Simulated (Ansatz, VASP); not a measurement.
Two plane-wave programs on Ni

The input POSCAR:

```
Ni
1.0
    2.7969054095      0.0000000000      0.0000000000
    0.0000000000      2.7969054095      0.0000000000
    0.0000000000      0.0000000000      2.7969054095
Ni
2
Direct
    0.0000000000      0.0000000000      0.0000000000
    0.5000000000      0.5000000000      0.5000000000
```

The input INCAR.step1:

```
SYSTEM = Ni
PREC = Accurate
ENCUT = 600
ISMEAR = -1
SIGMA = 0.05
LREAL = .FALSE.
LASPH = .TRUE.
NELM = 150
ISPIN = 2
MAGMOM = 0.8 -0.8
LMAXMIX = 4
GGA = PE
ALGO = Normal
EDIFF = 1E-4
LWAVE = .TRUE.
LCHARG = .FALSE.
```

The input INCAR.step2:

```
SYSTEM = Ni
PREC = Accurate
ENCUT = 600
EDIFF = 1E-7
ISMEAR = -1
SIGMA = 0.05
LREAL = .FALSE.
LASPH = .TRUE.
NELM = 150
ALGO = Normal
ISIF = 3
LWAVE = .FALSE.
LCHARG = .FALSE.
ISPIN = 2
MAGMOM = 0.8 -0.8
LORBIT = 11
LMAXMIX = 4
METAGGA = R2SCAN
LMIXTAU = .TRUE.
IBRION = 2
NSW = 80
EDIFFG = -0.01
ISTART = 1
```

File KPOINTS:

```
Automatic mesh
0
G
  11 11 11
  0 0 0
```

Input for Ansatz:

```yaml
crystal:
  lattice:
    - [2.7969054095, 0.0, 0.0]
    - [0.0, 2.7969054095, 0.0]
    - [0.0, 0.0, 2.7969054095]
  atoms:
    - { symbol: Ni, position: [0.0, 0.0, 0.0], spin: 0.8 }
    - { symbol: Ni, position: [0.5, 0.5, 0.5], spin: -0.8 }
hamiltonian:
  xc: r2scan
  pseudopotentials:
    kind: paw
    azcp:
      Ni: "pseudopotentials/Ni.paw.azcp"
basis:
  ecutwfc: 500
  fft_grid_basis: typed
kpoints:
  mp_grid: { grid: [11, 11, 11], shift: [0, 0, 0] }
magnetization:
  spin_polarized: true
scf:
  occupations: { method: fermi_dirac, width: 0.05 }
relax:
  max_steps: 60
  f_tol: 0.01
  cell: {}
output:
  write_density: true
  write_potential: true
  elf: true
  volumetric_format: npy
```

Alike in both runs: task relaxation of cell and atoms; functional r2SCAN; k mesh 11 × 11 × 11; occupations fermi-dirac, width 0.05 eV; collinear spin.

|  | VASP | Ansatz |
| --- | --- | --- |
| version | VASP 6.6.1 | Ansatz 0.2.0 |
| potentials or method | VASP PAW PBE potentials, release 64 (Ni), cutoff 600 eV | plane waves (500 eV) with PAW, scalar-relativistic |
| valence electrons in the cell | 20 | 36 |

```csv
,VASP,Ansatz,Ansatz less VASP
net moment per atom (μB),0.00,0.00,0.000
relaxed volume (Å³/atom),10.46,10.44,-0.021
relaxed cell length with the largest relative difference (Å),2.755,2.754,-0.0018
```

VASP's potentials were made for PBE, not for r2SCAN. VASP's potentials hold 20 valence electrons a cell and Ansatz's 36, so a difference there can come from the potentials and not from the codes. Ansatz's warnings: seeded moment not kept.
